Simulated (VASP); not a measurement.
Here is a VASP 6.6.1 calculation.

Contents of INCAR:

```
  PREC = Accurate
  ENCUT = 520
  EDIFF = 1E-6
  ISMEAR = 0
  SIGMA = 0.1
  LREAL = False
  LASPH = True
  NELM = 100
  ALGO = Normal
  ISIF = 2
  LWAVE = False
  LCHARG = False
  GGA = PS
  NBANDS = 16
```

KPOINTS

```
Automatic mesh
0
Gamma
  18 18 12
```

The input POSCAR:

```
NbB2
1.0
    3.1860587458      0.0000000000      0.0000000000
   -1.5930293729      2.7592078118      0.0000000000
    0.0000000000      0.0000000000      3.4151095364
Nb B
1 2
Direct
    0.0000000000      0.0000000000      0.0000000000
    0.3333333333      0.6666666667      0.5000000000
    0.6666666667      0.3333333333      0.5000000000
```

Potentials or basis: VASP PAW PBE potentials, release 64 (Nb_sv, B).

Run with:

```console
$ cat potpaw_PBE.64/Nb_sv/POTCAR potpaw_PBE.64/B/POTCAR > POTCAR
$ mpirun -np 1 vasp_std > vasp.out
```

Question: What does it give for the pressure?

Answer: -23.8 GPa.

Stress tensor (GPa, compression positive):
```
-23.74   0.00   0.00
  0.00 -23.74   0.00
  0.00   0.00 -23.94
```

Caveat: the PAW data sets were made with another functional, which shifts forces and pressure a little.
